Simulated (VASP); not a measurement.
# C (Fmmm) in VASP: further runs

The runs below take C through single point, with r2SCAN.

Everything below comes from runs of VASP 6.6.1. Logs are shortened: lines on timing, memory, paths and dates and some standing lists are left out, and cuts for length are marked.

**1. The cell of the first run**

Symmetry: Fmmm, No. 69, orthorhombic system. The conventional cell has a = 2.311 Å, b = 4.003 Å, c = 7.561 Å, α = 90.00°, β = 90.00°, γ = 90.00°. C (site symmetry m2m) has 3 C at 1.33 Å within 1.8 Å.

**2. Single point, r2SCAN**

The input, POSCAR:

```
C
1.0
    0.0000000000      2.0015836334      3.7807063496
    1.1555922435      0.0000000000      3.7807063496
    1.1555922435      2.0015836334      0.0000000000
C
2
Direct
    0.1666700000      0.8333300000      0.1666700000
    0.8333300000      0.1666700000      0.8333300000
```

The input, INCAR.step1:

```
SYSTEM = C
PREC = Accurate
ENCUT = 520
ISMEAR = 0
SIGMA = 0.05
LREAL = .False.
LASPH = .True.
NELM = 100
NBANDS = 11
GGA = PE
ALGO = Normal
EDIFF = 1E-4
LWAVE = .True.
LCHARG = .False.
```

The input, INCAR.step2:

```
SYSTEM = C
PREC = Accurate
ENCUT = 520
EDIFF = 1E-6
ISMEAR = 0
SIGMA = 0.05
LREAL = .False.
LASPH = .True.
NELM = 100
ALGO = Normal
ISIF = 2
LWAVE = .False.
LCHARG = .False.
METAGGA = R2SCAN
LMIXTAU = .True.
NBANDS = 11
ISTART = 1
```

The input, KPOINTS:

```
Automatic mesh
0
Gamma
  14 14 14
  0 0 0
```

Potentials or basis: VASP PAW PBE potentials, release 64 (C).

Run with:

```bash
cat potpaw_PBE.64/C/POTCAR > POTCAR
cp INCAR.step1 INCAR
mpirun -np 1 vasp_std > vasp.out
cp INCAR.step2 INCAR
mpirun -np 1 vasp_std > vasp.out
```

OUTCAR:

```text
SYSTEM = C
   PREC = Accurate
   ENCUT = 520
   EDIFF = 1E-6
   ISMEAR = 0
   LREAL = .False.
   LASPH = .True.
   NELM = 100
   ISIF = 2
   METAGGA = R2SCAN
   ISTART = 1

 ion  position               nearest neighbor table
   1  0.167  0.833  0.167-   2 1.33   2 1.33   2 1.33
   2  0.833  0.167  0.833-   1 1.33   1 1.33   1 1.33

  LATTYP: Found a face centered orthorhombic cell.
 ALAT       =     2.3111844870
 B/A-ratio  =     1.7320846905
 C/A-ratio  =     3.2716612377

  Lattice vectors:

 A1 = (   0.0000000000,   2.0015836334,   3.7807063496)
 A2 = (   1.1555922435,   0.0000000000,   3.7807063496)
 A3 = (   1.1555922435,   2.0015836334,   0.0000000000)

Analysis of symmetry for initial positions (statically):
=====================================================================
 Subroutine PRICEL returns:
 Original cell was already a primitive cell.

 Routine SETGRP: Setting up the symmetry group for a
 face centered orthorhombic supercell.

 Subroutine GETGRP returns: Found  8 space group operations
 (whereof  8 operations were pure point group operations)
 out of a pool of  8 trial point group operations.

The static configuration has the point symmetry D_2h.

Analysis of symmetry for dynamics (positions and initial velocities):
=====================================================================
 Subroutine PRICEL returns:
 Original cell was already a primitive cell.

 Routine SETGRP: Setting up the symmetry group for a
 face centered orthorhombic supercell.

 Subroutine GETGRP returns: Found  8 space group operations
 (whereof  8 operations were pure point group operations)
 out of a pool of  8 trial point group operations.

The dynamic configuration has the point symmetry D_2h.

 Subroutine INISYM returns: Found  8 space group operations
 (whereof  8 operations are pure point group operations),
 and found     1 'primitive' translations

----------------------------------------------------------------------------------------

                                     Primitive cell

  volume of cell :      17.4897

  direct lattice vectors                    reciprocal lattice vectors
     0.000000000  2.001583633  3.780706350    -0.432678571  0.249802202  0.132250419
     1.155592243  0.000000000  3.780706350     0.432678571 -0.249802202  0.132250419
     1.155592243  2.001583633  0.000000000     0.432678571  0.249802202 -0.132250419

  length of vectors
     4.277858991  3.953369947  2.311218396     0.516819174  0.516819174  0.516819174

  position of ions in fractional coordinates (direct lattice)
     0.166670000  0.833330000  0.166670000
     0.833330000  0.166670000  0.833330000

  ion indices of the primitive-cell ions
   primitive index   ion index
                 1           1
                 2           2

----------------------------------------------------------------------------------------

 KPOINTS: Automatic mesh

Automatic generation of k-mesh.
 Grid dimensions read from file:
 generate k-points for:   14   14   14

 Generating k-lattice:

  Cartesian coordinates                     Fractional coordinates (reciprocal lattice)
    -0.030905612  0.017843014  0.009446459     0.071428571  0.000000000  0.000000000
     0.030905612 -0.017843014  0.009446459     0.000000000  0.071428571  0.000000000
     0.030905612  0.017843014 -0.009446459     0.000000000  0.000000000  0.071428571

  Length of vectors
     0.036915655  0.036915655  0.036915655

  Shift w.r.t. Gamma in fractional coordinates (k-lattice)
     0.000000000  0.000000000  0.000000000

 Subroutine IBZKPT returns following result:
 ===========================================

 Found    428 irreducible k-points:

 Following reciprocal coordinates:
            Coordinates               Weight
  0.000000  0.000000  0.000000      1.000000
  0.071429  0.000000  0.000000      8.000000
  0.142857  0.000000 -0.000000      8.000000
  0.214286  0.000000 -0.000000      8.000000
  0.285714  0.000000  0.000000      8.000000
  0.357143  0.000000 -0.000000      8.000000
[... 16 lines left out ...]
  0.214286  0.142857  0.000000      8.000000
  0.285714  0.142857  0.000000      8.000000
 [... further k-points ...]
   k-points           NKPTS =    428   k-points in BZ     NKDIM =    428   number of bands    NBANDS=     11
   number of dos      NEDOS =    301   number of ions     NIONS =      2
   total plane-waves  NPLWV =  17280
   dimension x,y,z NGX =    32 NGY =   30 NGZ =   18
   dimension x,y,z NGXF=    64 NGYF=   60 NGZF=   36
   ions per type =               2
   NGX,Y,Z   is equivalent  to a cutoff of  12.44, 12.62, 12.95 a.u.
   NGXF,Y,Z  is equivalent  to a cutoff of  24.87, 25.23, 25.89 a.u.
 SYSTEM =  C
   PREC   = accura    normal or accurate (medium, high low for compatibility)
   ISTART =      1    job   : 0-new  1-cont  2-samecut
   ICHARG =      0    charge: 1-file 2-atom 10-const
   ISPIN  =      1    spin polarized calculation?
   LNONCOLLINEAR =      F non collinear calculations
   LSORBIT =      F    spin-orbit coupling
   LASPH  =      T    aspherical Exc in radial PAW
   ENCUT  =  520.0 eV  38.22 Ry    6.18 a.u.   7.95  7.35  4.30*2*pi/ulx,y,z
   NELM   =    100;   NELMIN=  2; NELMDL=  0     # of ELM steps
   EDIFF  = 0.1E-05   stopping-criterion for ELM
   LREAL  =      F    real-space projection
   EDIFFG = 0.1E-04   stopping-criterion for IOM
   NSW    =      0    number of steps for IOM
   IBRION =     -1    ionic relax: 0-MD 1-quasi-New 2-CG
   NFREE  =      0    steps in history (QN), initial steepest desc. (CG)
   ISIF   =      2    stress and relaxation
   ISYM   =      2    0-nonsym 1-usesym 2-fastsym
   POTIM  = 0.5000    time-step for ionic-motion
   TEBEG  =    0.0;   TEEND  =   0.0 temperature during run
   PSTRESS=    0.0 pullay stress
   NELECT =       8.0000    total number of electrons
   NUPDOWN=      -1.0000    fix difference up-down
   EMIN   =  10.00;   EMAX   =-10.00  energy-range for DOS
   EFERMI =   0.00;   METHOD = LEGACY
   ISMEAR =     0;   SIGMA  =   0.05  broadening in eV -4-tet -1-fermi 0-gaus
   EFERMI_NEDOS =   21; number of points for ismear=-14 and -15
   IALGO  =     38    algorithm
   IMIX   =      4    mixing-type and parameters
     AMIX     =   0.40;   BMIX     =  1.00
     AMIX_MAG =   1.60;   BMIX_MAG =  1.00
  volume/ion in A,a.u.               =       8.74        59.01
  Fermi-wavevector in a.u.,A,eV,Ry     =   1.261376  2.383654 21.647797  1.591068
  Thomas-Fermi vector in A             =   2.394838
   LORBIT       =      0    0 simple, 1 ext, 2 COOP (PROOUT), +10 PAW based schemes
   METAGGA = R2SCAN    functional components
   LHFCALC =     F    Hartree Fock is set to
   AEXX    =    0.0000 exact exchange contribution
   IVDW    =     0    specifies the selected vdW correction
   LEPSILON=     F    determine dielectric tensor
   LRPA    =     F    only Hartree local field effects (RPA)
 non-spin polarized calculation
 Gauss-broadening in eV      SIGMA  =   0.05
  energy-cutoff  :      520.00
  volume of cell :       17.49
 maximum number of plane-waves:       490
   NGX = 15   NGY = 15   NGZ =  9

 number of electron       8.0000000 magnetization

 Free energy of the ion-electron system (eV)
  ---------------------------------------------------
  ext. energy  EPLUGINS =         0.00000000
  ---------------------------------------------------
  free energy    TOTEN  =       -19.28551659 eV

  energy without entropy =      -19.28551659  energy(sigma->0) =      -19.28551659

 E-fermi :   4.5590     XC(G=0): -10.6489

 val. band max:        4.3402849255   @ k =   0.5000  -0.1429   0.3571
 cond. band min:       5.4277763015   @ k =  -0.0714   0.2857   0.2857
 fundamental gap:      1.0874913760
 Fermi energy:         4.5590449749

 k-point     1 :       0.0000    0.0000    0.0000
  band No.  band energies     occupation
      1     -17.6949      2.00000
      2      -4.2219      2.00000
      3       1.6767      2.00000
      4       1.6808      2.00000
      5       7.5942      0.00000
      6      14.7838      0.00000
      7      14.8033      0.00000
      8      19.8504      0.00000
      9      22.7295      0.00000
     10      26.9639      0.00000
     11      31.3498      0.00000

 k-point     2 :       0.0714    0.0000    0.0000
  band No.  band energies     occupation
      1     -17.5512      2.00000
      2      -4.0610      2.00000
      3       1.1149      2.00000
      4       1.3479      2.00000
      5       7.8150      0.00000
      6      14.9107      0.00000
      7      15.4494      0.00000
      8      19.2246      0.00000
      9      22.9147      0.00000
     10      26.8289      0.00000
     11      31.8738      0.00000

 k-point     3 :       0.1429    0.0000   -0.0000
  band No.  band energies     occupation
      1     -17.1213      2.00000
      2      -3.5798      2.00000
      3      -0.3689      2.00000
      4       0.5399      2.00000
      5       8.4774      0.00000
      6      15.0792      0.00000
      7      17.2388      0.00000
      8      17.5427      0.00000
      9      23.5025      0.00000
     10      26.3990      0.00000
     11      32.1507      0.00000

 k-point     4 :       0.2143    0.0000   -0.0000
  band No.  band energies     occupation
      1     -16.4088      2.00000
      2      -2.7840      2.00000
      3      -2.3726      2.00000
      4      -0.4238      2.00000
      5       9.5730      0.00000
      6      15.0959      0.00000
      7      15.1992      0.00000
      8      19.7991      0.00000
      9      24.4003      0.00000
     10      25.6447      0.00000
     11      30.1720      0.00000

 k-point     5 :       0.2857    0.0000    0.0000
  band No.  band energies     occupation
      1     -15.4201      2.00000
      2      -4.5809      2.00000
      3      -1.6900      2.00000
      4      -1.3145      2.00000
      5      11.0496      0.00000
      6      12.6071      0.00000
      7      14.9702      0.00000
      8      22.8174      0.00000
      9      24.3470      0.00000
     10      25.3795      0.00000
     11      29.0100      0.00000
[... 211 lines left out ...]
 k-point    21 :      -0.0714    0.0714   -0.0000
  band No.  band energies     occupation
      1     -17.1259      2.00000
      2      -3.5276      2.00000
      3      -0.3683      2.00000
      4       0.5399      2.00000
      5       8.3109      0.00000
      6      15.0806      0.00000
      7      17.2391      0.00000
      8      17.5338      0.00000
      9      23.5123      0.00000
     10      26.7914      0.00000
     11      32.4125      0.00000

 k-point    22 :       0.1429    0.1429    0.0000
  band No.  band energies     occupation
      1     -17.6770      2.00000
      2      -4.4204      2.00000
      3       1.6772      2.00000
      4       1.6795      2.00000
      5       8.2519      0.00000
      6      14.7854      0.00000
      7      14.7982      0.00000
      8      19.8576      0.00000
      9      22.7176      0.00000
     10      25.0387      0.00000
     11      31.3808      0.00000

 k-point    23 :       0.2143    0.1429    0.0000
  band No.  band energies     occupation
      1     -17.5256      2.00000
      2      -4.3405      2.00000
      3       1.1131      2.00000
      4       1.3479      2.00000
      5       8.7775      0.00000
      6      14.9041      0.00000
      7      15.4492      0.00000
      8      19.2459      0.00000
      9      22.8914      0.00000
     10      24.3234      0.00000
     11      31.8328      0.00000

 k-point    24 :       0.2857    0.1429    0.0000
  band No.  band energies     occupation
      1     -17.0899      2.00000
      2      -3.9182      2.00000
      3      -0.3732      2.00000
      4       0.5399      2.00000
      5       9.7100      0.00000
      6      15.0667      0.00000
      7      17.2377      0.00000
      8      17.6027      0.00000
      9      23.4328      0.00000
     10      23.8126      0.00000
     11      31.8306      0.00000

 [... further k-points ...]

------------------------ aborting loop because EDIFF is reached ----------------------------------------

  FORCE on cell =-STRESS in cart. coord.  units (eV):
  Direction    XX          YY          ZZ          XY          YZ          ZX
  --------------------------------------------------------------------------------------
  -------------------------------------------------------------------------------------
  Total        9.9204045      9.9187467     -0.1243974     -0.0000000      0.0000000      0.0000000
  in kB      908.7797917    908.6279235    -11.3956856     -0.0000000      0.0000000      0.0000000
  external PRESSURE =     602.0040099 kB  Pullay stress =       0.0000000 kB

 VOLUME and BASIS-vectors are now :
 -----------------------------------------------------------------------------
  energy-cutoff  :      520.00
  volume of cell :       17.49
      direct lattice vectors                 reciprocal lattice vectors
     0.000000000  2.001583633  3.780706350    -0.432678571  0.249802202  0.132250419
     1.155592243  0.000000000  3.780706350     0.432678571 -0.249802202  0.132250419
     1.155592243  2.001583633  0.000000000     0.432678571  0.249802202 -0.132250419

 POSITION                                       TOTAL-FORCE (eV/Angst)
 -----------------------------------------------------------------------------------
      1.15559      0.66721      3.78071         0.000000      0.003992      0.000000
      1.15559      3.33596      3.78071         0.000000     -0.003992      0.000000
 -----------------------------------------------------------------------------------
    total drift:                               -0.000000     -0.000000      0.000000

  FREE ENERGIE OF THE ION-ELECTRON SYSTEM (eV)
  ---------------------------------------------------
  free  energy   TOTEN  =       -19.2855165916 eV

  energy  without entropy=      -19.2855165916  energy(sigma->0) =      -19.28551659
```

Wall time 4.4 min (1 thread of Intel Xeon Platinum 8259CL at 2.50GHz (Skylake/Cascade Lake), shared host); peak memory 0.19 GiB.

What came out:

* Free energy: -19.2855 eV
* Pressure: 60.2 GPa
* Largest force: 0.004 eV/Å
* Band gap on the k mesh: 1.09 eV, indirect (least direct gap 1.20 eV)

Forces on the atoms (eV/Å):
```
C    0.000  0.004  0.000
C    0.000 -0.004  0.000
```

Caveat: the PAW data sets were made with another functional, which shifts forces and pressure a little.

**3. Single point, r2SCAN**

This run uses another cell than the first one, of the same volume but with other edges.

The input, POSCAR:

```
C
1.0
    0.0000000000      2.0926875483      3.4586900833
    1.2081900843      0.0000000000      3.4586900833
    1.2081900843      2.0926875483      0.0000000000
C
2
Direct
    0.1666700000      0.8333300000      0.1666700000
    0.8333300000      0.1666700000      0.8333300000
```

The input, INCAR.step1:

```
PREC = Accurate
ENCUT = 520
ISMEAR = 0
SIGMA = 0.05
LREAL = F
LASPH = T
NELM = 100
NBANDS = 11
GGA = PE
ALGO = Normal
EDIFF = 1E-4
LWAVE = T
LCHARG = F
```

The input, INCAR.step2:

```
PREC = Accurate
ENCUT = 520
EDIFF = 1E-6
ISMEAR = 0
SIGMA = 0.05
LREAL = F
LASPH = T
NELM = 100
ALGO = Normal
ISIF = 2
LWAVE = F
LCHARG = T
METAGGA = R2SCAN
LMIXTAU = T
LELF = T
LVHAR = T
NBANDS = 11
ISTART = 1
```

The input, KPOINTS:

```
regular mesh
0
Gamma
  14 14 14
```

Potentials or basis: VASP PAW PBE potentials, release 64 (C).

Run with:

```bash
cat potpaw_PBE.64/C/POTCAR > POTCAR
cp INCAR.step1 INCAR
mpirun -np 1 vasp_std > vasp.out
cp INCAR.step2 INCAR
mpirun -np 1 vasp_std > vasp.out
```

Wall time 4.9 min (1 thread of Intel Xeon Platinum 8259CL at 2.50GHz (Skylake/Cascade Lake), shared host); peak memory 0.19 GiB.

It converged, with:

| Item | Value |
| --- | --- |
| Free energy | -19.8319 eV |
| Pressure | 15.3 GPa |
| Largest force | 0.020 eV/Å |
| Band gap on the k mesh | 0.59 eV, indirect (least direct gap 0.70 eV) |

Forces on the atoms (eV/Å):
```
C    0.000  0.020  0.000
C    0.000 -0.020  0.000
```

Stress tensor (GPa, compression positive):
```
22.64  0.00  0.00
 0.00 22.65  0.00
 0.00  0.00  0.56
```

Levels at points of the mesh, in eV from the valence-band top:
| k point | band 2 | band 3 | band 4 | band 5 | band 6 | band 7 |
| --- | --- | --- | --- | --- | --- | --- |
| (0.00, 0.00, 0.00) | -7.51 | -3.13 | -3.11 | 4.02 | 9.11 | 9.17 |
| (0.50, 0.00, 0.00) | -14.34 | -6.90 | -2.57 | 1.85 | 8.34 | 13.16 |
| (0.50, 0.50, 0.00) | -9.20 | -3.13 | -3.12 | 9.09 | 9.14 | 10.22 |
| (0.50, 0.00, 0.50) | -14.41 | -6.88 | -1.92 | 2.65 | 8.51 | 11.70 |
| (0.00, 0.50, 0.50) | -14.28 | -6.92 | -3.15 | 1.19 | 8.19 | 14.64 |

Caveat: the PAW data sets were made with another functional, which shifts forces and pressure a little.

**4. Single point, r2SCAN**

This run uses another cell than the first one, of the same volume but with other edges.

The input, POSCAR:

```
C
1.0
    0.0000000000      2.1869467782      3.1669703753
    1.2626096115      0.0000000000      3.1669703753
    1.2626096115      2.1869467782      0.0000000000
C
2
Direct
    0.1666700000      0.8333300000      0.1666700000
    0.8333300000      0.1666700000      0.8333300000
```

Changes to INCAR.step1 since step 3:

```diff
@@ -6,3 +6,3 @@
 LASPH = T
-NELM = 100
+NELM = 60
 NBANDS = 11
```

The input, INCAR.step2:

```
PREC = Accurate
ENCUT = 520
EDIFF = 1E-6
ISMEAR = 0
SIGMA = 0.05
LREAL = F
LASPH = T
NELM = 60
ALGO = Normal
ISIF = 2
LWAVE = F
LCHARG = F
METAGGA = R2SCAN
LMIXTAU = T
NBANDS = 11
ISTART = 1
```

The input, KPOINTS:

```
Automatic mesh
0
Gamma
  14 14 14
```

Run with:

```bash
cat potpaw_PBE.64/C/POTCAR > POTCAR
cp INCAR.step1 INCAR
mpirun -np 1 vasp_std > vasp.out
cp INCAR.step2 INCAR
mpirun -np 1 vasp_std > vasp.out
```

Run time: 2.9 min. Hardware: 1 thread of Intel Xeon 6975P-C (Granite Rapids), shared host; peak memory 0.19 GiB.

Results (log left out):

* Free energy: -19.7461 eV
* Pressure: -20.3 GPa
* Largest force: 0.027 eV/Å
* Band gap on the k mesh: zero (band 4 reaches 5.18 eV, above the bottom of band 5 at 5.17 eV)

Forces in eV/Å, atoms in the order of the input:
```
C    0.000  0.027  0.000
C    0.000 -0.027  0.000
```

Stress tensor (GPa, compression positive):
```
-32.98   0.00   0.00
  0.00 -33.48   0.00
  0.00   0.00   5.61
```

Levels at points of the mesh, in eV from the Fermi level:
```tsv
k point	band 1	band 2	band 3	band 4	band 5	band 6	band 7	band 8
(0.00, 0.00, 0.00)	-20.78	-6.44	-3.62	-3.57	5.02	7.77	7.91	10.92
(0.50, 0.00, 0.00)	-15.40	-13.94	-6.96	-2.78	1.31	6.52	12.90	14.65
(0.50, 0.50, 0.00)	-20.30	-9.18	-3.65	-3.60	7.71	7.83	10.83	11.17
(0.50, 0.00, 0.50)	-15.58	-14.08	-6.90	-1.61	2.40	6.85	11.62	11.75
(0.00, 0.50, 0.50)	-15.20	-13.79	-7.01	-3.76	0.38	6.23	14.29	19.23
```

Caveat: the PAW data sets were made with another functional, which shifts forces and pressure a little.

(Part 1 of 2 ends here.)
